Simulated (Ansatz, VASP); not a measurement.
SrTiO3: VASP beside Ansatz

The input INCAR:

```
ALGO = Normal ; EDIFF = 1E-6
EDIFFG = -0.002 ; ENCUT = 600
GGA = PE ; IBRION = 2
ISIF = 3 ; ISMEAR = 0
LASPH = T ; LCHARG = F
LREAL = F ; LWAVE = F
NELM = 80 ; NSW = 100
PREC = Accurate ; SIGMA = 0.02
```

KPOINTS

```
k-points
0
Gamma
  10 10 10
```

The input POSCAR:

```
SrTiO3
1.0
    3.9052800000      0.0000000000      0.0000000000
    0.0000000000      3.9052800000      0.0000000000
    0.0000000000      0.0000000000      3.9052800000
Sr Ti O
1 1 3
Direct
    0.5000000000      0.5000000000      0.5000000000
    0.0000000000      0.0000000000      0.0000000000
    0.5000000000      0.0000000000      0.0000000000
    0.0000000000      0.5000000000      0.0000000000
    0.0000000000      0.0000000000      0.5000000000
```

Input for Ansatz:

```yaml
crystal:
  lattice:
    - [3.90528, 0.0, 0.0]
    - [0.0, 3.90528, 0.0]
    - [0.0, 0.0, 3.90528]
  atoms:
    - { symbol: Sr, position: [0.5, 0.5, 0.5] }
    - { symbol: Ti, position: [0.0, 0.0, 0.0] }
    - { symbol: O, position: [0.5, 0.0, 0.0] }
    - { symbol: O, position: [0.0, 0.5, 0.0] }
    - { symbol: O, position: [0.0, 0.0, 0.5] }
basis:
  ecutwfc: 420
kpoints:
  mp_grid: { grid: [10, 10, 10] }
hamiltonian:
  xc: pbe
  pseudopotentials: { kind: paw }
scf:
  occupations: { method: gaussian, width: 0.02 }
output:
  forces: true
  stress: true
  eigenvalues: true
  write_density: true
  write_potential: true
  elf: true
  volumetric_format: npy
relax:
  adjacent_minimum: "off"
  f_tol: 0.002
  max_steps: 80
  cell: { stress_tol: 0.02 }
```

Alike in both runs: task relaxation of cell and atoms; functional PBE; k mesh 10 × 10 × 10; occupations gaussian, width 0.02 eV; no spin polarisation.

```csv
,VASP,Ansatz
version,VASP 6.6.1,Ansatz 0.2.0
potentials or method,"VASP PAW PBE potentials, release 64 (Sr_sv, Ti_sv, O), cutoff 600 eV","scalar-relativistic, plane waves, PAW"
valence electrons in the cell,40,40
```

|  | VASP | Ansatz | Ansatz less VASP |
| --- | --- | --- | --- |
| gap on the k mesh at the Fermi level, each at its own relaxed structure (eV) | 1.81 | 1.84 | +0.035 |
| relaxed volume (Å³/atom) | 12.23 | 12.20 | -0.035 |
| relaxed length of the cell vector where the two differ most in proportion (Å) | 3.940 | 3.936 | -0.0038 |
